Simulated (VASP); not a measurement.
# AgBr (Fm-3m) in VASP: single point with PBEsol

Aim: the single point of AgBr with PBEsol.

Program: VASP 6.6.1. These are calculated values, not measurements. Logs are shortened: lines on timing, memory, paths and dates and some standing lists are left out, and cuts for length are marked.

### Step 1. The cell of the first run

It takes space group Fm-3m (No. 225, cubic). The conventional cell has a = 5.675 Å, b = 5.675 Å, c = 5.675 Å, α = 90.00°, β = 90.00°, γ = 90.00°. Within 3.7 Å of Ag (site symmetry m-3m) lie 6 Br at 2.84 Å. Br (site symmetry m-3m) has 6 Ag at 2.84 Å within 3.7 Å.

### Step 2. Single point, PBEsol

INCAR

```
SYSTEM = AgBr
PREC = Accurate ; ENCUT = 500
EDIFF = 1E-6 ; ISMEAR = 0
SIGMA = 0.02 ; LREAL = .False.
LASPH = .True. ; NELM = 120
ALGO = Normal ; ISIF = 2
LWAVE = .False. ; LCHARG = .False.
GGA = PS ; NBANDS = 16
GGA_COMPAT = .False.
```

KPOINTS

```
Automatic mesh
0
Gamma
  10 10 10
  0 0 0
```

POSCAR

```
AgBr
1.0
    0.0000000000      2.8376848571      2.8376848571
    2.8376848571      0.0000000000      2.8376848571
    2.8376848571      2.8376848571      0.0000000000
Ag Br
1 1
Direct
    0.0000000000      0.0000000000      0.0000000000
    0.5000000000      0.5000000000      0.5000000000
```

Potentials or basis: VASP PAW PBE potentials, release 64 (Ag, Br).

Command:

```console
> cat potpaw_PBE.64/Ag/POTCAR potpaw_PBE.64/Br/POTCAR > POTCAR
> mpirun -np 1 vasp_std > vasp.out
```

OUTCAR:

```text
SYSTEM = AgBr
   PREC = Accurate
   ENCUT = 500
   EDIFF = 1E-6
   ISMEAR = 0
   LREAL = .False.
   LASPH = .True.
   NELM = 120
   ISIF = 2
   GGA = PS

 ion  position               nearest neighbor table
   1  0.000  0.000  0.000-   2 2.84   2 2.84   2 2.84   2 2.84   2 2.84   2 2.84
   2  0.500  0.500  0.500-   1 2.84   1 2.84   1 2.84   1 2.84   1 2.84   1 2.84

  LATTYP: Found a face centered cubic cell.
 ALAT       =     5.6753697142

  Lattice vectors:

 A1 = (   0.0000000000,   2.8376848571,   2.8376848571)
 A2 = (   2.8376848571,   0.0000000000,   2.8376848571)
 A3 = (   2.8376848571,   2.8376848571,   0.0000000000)

Analysis of symmetry for initial positions (statically):
=====================================================================
 Subroutine PRICEL returns:
 Original cell was already a primitive cell.

 Routine SETGRP: Setting up the symmetry group for a
 face centered cubic supercell.

 Subroutine GETGRP returns: Found 48 space group operations
 (whereof 48 operations were pure point group operations)
 out of a pool of 48 trial point group operations.

The static configuration has the point symmetry O_h .

Analysis of symmetry for dynamics (positions and initial velocities):
=====================================================================
 Subroutine PRICEL returns:
 Original cell was already a primitive cell.

 Routine SETGRP: Setting up the symmetry group for a
 face centered cubic supercell.

 Subroutine GETGRP returns: Found 48 space group operations
 (whereof 48 operations were pure point group operations)
 out of a pool of 48 trial point group operations.

The dynamic configuration has the point symmetry O_h .

 Subroutine INISYM returns: Found 48 space group operations
 (whereof 48 operations are pure point group operations),
 and found     1 'primitive' translations

----------------------------------------------------------------------------------------

                                     Primitive cell

  volume of cell :      45.7007

  direct lattice vectors                    reciprocal lattice vectors
     0.000000000  2.837684857  2.837684857    -0.176199975  0.176199975  0.176199975
     2.837684857  0.000000000  2.837684857     0.176199975 -0.176199975  0.176199975
     2.837684857  2.837684857  0.000000000     0.176199975  0.176199975 -0.176199975

  length of vectors
     4.013092411  4.013092411  4.013092411     0.305187308  0.305187308  0.305187308

  position of ions in fractional coordinates (direct lattice)
[... 75 lines left out ...]
   LSORBIT =      F    spin-orbit coupling
   LASPH  =      T    aspherical Exc in radial PAW
   ENCUT  =  500.0 eV  36.75 Ry    6.06 a.u.   7.32  7.32  7.32*2*pi/ulx,y,z
   NELM   =    120;   NELMIN=  2; NELMDL= -5     # of ELM steps
   EDIFF  = 0.1E-05   stopping-criterion for ELM
   LREAL  =      F    real-space projection
   EDIFFG = 0.1E-04   stopping-criterion for IOM
   NSW    =      0    number of steps for IOM
   IBRION =     -1    ionic relax: 0-MD 1-quasi-New 2-CG
   NFREE  =      0    steps in history (QN), initial steepest desc. (CG)
   ISIF   =      2    stress and relaxation
   ISYM   =      2    0-nonsym 1-usesym 2-fastsym
   POTIM  = 0.5000    time-step for ionic-motion
   TEBEG  =    0.0;   TEEND  =   0.0 temperature during run
   PSTRESS=    0.0 pullay stress
   NELECT =      18.0000    total number of electrons
   NUPDOWN=      -1.0000    fix difference up-down
   EMIN   =  10.00;   EMAX   =-10.00  energy-range for DOS
   EFERMI =   0.00;   METHOD = LEGACY
   ISMEAR =     0;   SIGMA  =   0.02  broadening in eV -4-tet -1-fermi 0-gaus
   EFERMI_NEDOS =   21; number of points for ismear=-14 and -15
   IALGO  =     38    algorithm
   IMIX   =      4    mixing-type and parameters
     AMIX     =   0.40;   BMIX     =  1.00
     AMIX_MAG =   1.60;   BMIX_MAG =  1.00
  volume/ion in A,a.u.               =      22.85       154.20
  Fermi-wavevector in a.u.,A,eV,Ry     =   1.200028  2.267725 19.593315  1.440068
  Thomas-Fermi vector in A             =   2.335875
   LORBIT       =      0    0 simple, 1 ext, 2 COOP (PROOUT), +10 PAW based schemes
   GGA     = PS    functional components
   LHFCALC =     F    Hartree Fock is set to
   AEXX    =    0.0000 exact exchange contribution
   IVDW    =     0    specifies the selected vdW correction
   LEPSILON=     F    determine dielectric tensor
   LRPA    =     F    only Hartree local field effects (RPA)
 non-spin polarized calculation
 Gauss-broadening in eV      SIGMA  =   0.02
  energy-cutoff  :      500.00
  volume of cell :       45.70
 maximum number of plane-waves:      1211
 NGX is ok and might be reduce to    30
   NGX = 15   NGY = 15   NGZ = 15

 number of electron      17.9999998 magnetization

 Free energy of the ion-electron system (eV)
  ---------------------------------------------------
  ext. energy  EPLUGINS =         0.00000000
  ---------------------------------------------------
  free energy    TOTEN  =        -5.69842357 eV

  energy without entropy =       -5.69842357  energy(sigma->0) =       -5.69842357

 E-fermi :   4.0683     XC(G=0): -10.2613

 val. band max:        3.9272753027   @ k =   0.5000   0.0000   0.0000
 cond. band min:       4.4255467813   @ k =   0.0000   0.0000   0.0000
 fundamental gap:      0.4982714787
 Fermi energy:         4.0683442722

 k-point     1 :       0.0000    0.0000    0.0000
  band No.  band energies     occupation
      1     -11.4142      2.00000
      2       0.9505      2.00000
      3       0.9505      2.00000
      4       0.9505      2.00000
      5       0.9507      2.00000
      6       0.9507      2.00000
[... 433 lines left out ...]
      3       0.2999      2.00000
      4       0.4058      2.00000
      5       0.8973      2.00000
      6       1.2581      2.00000
[... 8 lines left out ...]
     15      18.3466      0.00000
     16      19.2105      0.00000

 [... further k-points ...]
[... 5 lines left out ...]
  --------------------------------------------------------------------------------------
  -------------------------------------------------------------------------------------
  Total       -0.0154677     -0.0154677     -0.0154677     -0.0000000      0.0000000     -0.0000000
  in kB       -0.5422672     -0.5422672     -0.5422672     -0.0000000      0.0000000     -0.0000000
  external PRESSURE =      -0.5422672 kB  Pullay stress =       0.0000000 kB

 VOLUME and BASIS-vectors are now :
 -----------------------------------------------------------------------------
  energy-cutoff  :      500.00
  volume of cell :       45.70
      direct lattice vectors                 reciprocal lattice vectors
     0.000000000  2.837684857  2.837684857    -0.176199975  0.176199975  0.176199975
     2.837684857  0.000000000  2.837684857     0.176199975 -0.176199975  0.176199975
     2.837684857  2.837684857  0.000000000     0.176199975  0.176199975 -0.176199975

 POSITION                                       TOTAL-FORCE (eV/Angst)
 -----------------------------------------------------------------------------------
      0.00000      0.00000      0.00000        -0.000000      0.000000     -0.000000
      2.83768      2.83768      2.83768         0.000000     -0.000000      0.000000
 -----------------------------------------------------------------------------------
    total drift:                               -0.000000      0.000000      0.000000

  FREE ENERGIE OF THE ION-ELECTRON SYSTEM (eV)
  ---------------------------------------------------
  free  energy   TOTEN  =        -5.6984235736 eV

  energy  without entropy=       -5.6984235736  energy(sigma->0) =       -5.69842357
```

OSZICAR:

```text
N       E                     dE             d eps       ncg     rms          rms(c)
DAV:   1     0.924126346808E+02    0.92413E+02   -0.80905E+03  1544   0.961E+02
DAV:   2    -0.274071939035E+01   -0.95153E+02   -0.88112E+02  1896   0.210E+02
DAV:   3    -0.581281826543E+01   -0.30721E+01   -0.30664E+01  1816   0.398E+01
DAV:   4    -0.582764390781E+01   -0.14826E-01   -0.14825E-01  1904   0.298E+00
DAV:   5    -0.582777770611E+01   -0.13380E-03   -0.13380E-03  1872   0.279E-01    0.696E+00
DAV:   6    -0.570250241698E+01    0.12528E+00   -0.26798E-01  1848   0.713E+00    0.453E+00
DAV:   7    -0.569918824131E+01    0.33142E-02   -0.44256E-02  1632   0.141E+00    0.183E+00
DAV:   8    -0.569846414213E+01    0.72410E-03   -0.28607E-03  1880   0.530E-01    0.272E-01
DAV:   9    -0.569841628460E+01    0.47858E-04   -0.32087E-04  1840   0.208E-01    0.440E-02
DAV:  10    -0.569842023230E+01   -0.39477E-05   -0.15452E-05  1944   0.543E-02    0.180E-02
DAV:  11    -0.569842382441E+01   -0.35921E-05   -0.62119E-06  1832   0.199E-02    0.618E-03
DAV:  12    -0.569842357357E+01    0.25083E-06   -0.34892E-07   912   0.606E-03
   1 F= -.56984236E+01 E0= -.56984236E+01  d E =-.223303E-25
```

It took 26 s on 1 thread of Intel Xeon Platinum 8488C (Sapphire Rapids), shared host; peak memory 0.18 GiB.

What came out:

```
Free energy            : -5.6984 eV
Pressure               : -0.1 GPa
Band gap on the k mesh : 0.50 eV, indirect (least direct gap 2.57 eV)
```

Levels at points of the mesh, in eV from the valence-band top:
```csv
k point,band 6,band 7,band 8,band 9,band 10,band 11,band 12,band 13
"(0.00, 0.00, 0.00)",-2.98,-2.07,-2.07,-2.07,0.50,9.80,9.80,9.80
"(0.50, 0.00, 0.00)",-2.63,-2.28,0.00,0.00,3.45,6.56,6.56,6.72
"(0.50, 0.50, 0.00)",-2.80,-2.52,-2.52,-2.40,1.39,6.84,9.04,11.07
```

Caveat: the PAW data sets were made with another functional, which shifts forces and pressure a little. A k mesh can miss the band edges.
